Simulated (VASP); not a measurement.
A run of VASP 6.6.1 is set up as follows.

Contents of INCAR:

```
SYSTEM = NaMo18S36
  PREC = Accurate
  ENCUT = 520
  EDIFF = 1E-6
  ISMEAR = -1
  SIGMA = 0.01
  LREAL = Auto
  LASPH = .TRUE.
  NELM = 100
  ALGO = Normal
  ISIF = 2
  LWAVE = .FALSE.
  LCHARG = .TRUE.
  GGA = PE
  LELF = .TRUE.
  LVHAR = .TRUE.
  NBANDS = 270
  NELECT = 474.0
```

KPOINTS

```
regular mesh
0
G
  1 1 1
  0 0 0
```

POSCAR

```
NaMo18S36
1.0
    9.3669868000      0.0000000800      0.0000000000
   -4.6834934700      8.1120484800      0.0000000000
    0.0000000000      0.0000000000     12.0827026900
Mo S Na
18 36 1
Direct
    0.1962048743      0.1381350207      0.2532948198
    0.1384369142      0.1958936750      0.7463758922
    0.1877625940      0.4675699356      0.2619478507
    0.1393272059      0.5287918335      0.7460157078
    0.1955690677      0.8043237168      0.2541097037
    0.1356810895      0.8611864200      0.7452065346
    0.5291023299      0.1390260377      0.2536507004
    0.4678711369      0.1874454974      0.7377354412
    0.5281470023      0.4728542941      0.2567649043
    0.4731499174      0.5278331327      0.7429125114
    0.5291782956      0.8085577858      0.2599281039
    0.4690435702      0.8623991806      0.7424508597
    0.8614957278      0.1353773876      0.2544750193
    0.8046260633      0.1952601663      0.7455689535
    0.8627118229      0.4687381911      0.2572376462
    0.8088604777      0.5288704753      0.7397495601
    0.8638123412      0.8054201041      0.2555045075
    0.8057212082      0.8634996392      0.7441794465
    0.2420618941      0.0810742172      0.6143966454
    0.0813908903      0.2417495406      0.3852816807
    0.2509414991      0.0838012718      0.8731432255
    0.0841076392      0.2506451975      0.1265375007
    0.2496235876      0.4174266202      0.6170304932
    0.0820995005      0.5851465268      0.3868981237
    0.2517267302      0.4184459681      0.8744440107
    0.0830024729      0.5788802921      0.1274769428
    0.2457323439      0.7495692359      0.6160404001
    0.0865263405      0.9166666116      0.3825741739
    0.2487585742      0.7520126384      0.8744192646
    0.0847183030      0.9153520238      0.1243623251
    0.5854443623      0.0817803240      0.6127869062
    0.4177406210      0.2493196351      0.3826395566
    0.5791952646      0.0826947663      0.8722093285
    0.4187597388      0.2514353768      0.1252299290
    0.5826788189      0.4159420351      0.6122995980
    0.4162600076      0.5823823635      0.3873799695
    0.5873084069      0.4022414266      0.8600525285
    0.4025466439      0.5870178142      0.1396139625
    0.5826227314      0.7510734149      0.6154190160
    0.4159898290      0.9194327407      0.3846629450
    0.5830193613      0.7591076371      0.8683491822
    0.4192484481      0.9159089698      0.1259359796
    0.9169536913      0.0862044807      0.6171027452
    0.7498606975      0.2454140831      0.3836385053
    0.9156647830      0.0844192350      0.8753151734
    0.7523345279      0.2484633745      0.1252593098
    0.9197183783      0.4156768706      0.6150090084
    0.7513867006      0.5823207235      0.3842656829
    0.9162229623      0.4189463284      0.8737377117
    0.7594365399      0.5827227181      0.1313384961
    0.9164104765      0.7535801767      0.6144380269
    0.7538868857      0.9161079298      0.3852427821
    0.9128048101      0.7478982580      0.8732143189
    0.7482055528      0.9124982375      0.1264672350
    0.5442415156      0.5439113150     -0.0001568358
```

Potentials or basis: VASP PAW PBE potentials, release 64 (Mo_sv, S, Na_pv).

Command:

```sh
$ cat potpaw_PBE.64/Mo_sv/POTCAR potpaw_PBE.64/S/POTCAR potpaw_PBE.64/Na_pv/POTCAR > POTCAR
$ mpirun -np 1 vasp_gam > vasp.out
```

Estimate the largest force.

0.047 eV/Å.

Forces in eV/Å, atoms in the order of the input:
```
Mo   0.000  0.000  0.003
Mo   0.001 -0.001 -0.003
Mo   0.003  0.003  0.001
Mo  -0.002  0.001 -0.001
Mo  -0.001  0.001  0.001
Mo   0.000  0.000 -0.004
Mo   0.001 -0.001  0.002
Mo   0.001  0.005 -0.001
Mo   0.000  0.001  0.003
Mo  -0.001  0.000 -0.004
Mo  -0.001 -0.004  0.001
Mo   0.002  0.000 -0.002
Mo   0.000  0.000  0.003
Mo   0.002 -0.001  0.000
Mo  -0.001  0.001  0.001
Mo  -0.003 -0.002  0.000
Mo   0.000 -0.002  0.001
Mo  -0.002  0.000 -0.001
S   -0.001  0.000  0.016
S   -0.001  0.000 -0.016
S    0.000  0.000 -0.016
S    0.001  0.000  0.014
S   -0.002  0.002  0.017
S   -0.002 -0.001 -0.017
S    0.001 -0.004 -0.012
S    0.004 -0.002  0.015
S    0.004 -0.002  0.019
S    0.001  0.002 -0.018
S   -0.002  0.000 -0.013
S   -0.001  0.000  0.012
S    0.001 -0.002  0.017
S    0.001  0.000 -0.015
S   -0.005  0.002 -0.015
S   -0.002 -0.002  0.012
S   -0.001  0.002  0.014
S    0.002  0.000 -0.014
S    0.020 -0.018 -0.038
S   -0.025  0.007  0.040
S   -0.001  0.000  0.017
S   -0.002  0.004 -0.019
S   -0.005  0.012 -0.023
S    0.003 -0.003  0.014
S    0.002  0.002  0.019
S   -0.003  0.002 -0.018
S    0.000 -0.001 -0.010
S    0.001 -0.001  0.014
S    0.006  0.000  0.019
S    0.000 -0.002 -0.019
S   -0.003  0.001 -0.015
S    0.014  0.001  0.021
S    0.000  0.000  0.016
S   -0.001 -0.001 -0.016
S    0.001  0.002 -0.013
S    0.002  0.002  0.012
Na  -0.001 -0.001  0.001
```

Caveat: the k points lie up to 0.77 Å⁻¹ apart; the cell carries a net charge on a neutralising background, which shifts energy and pressure.
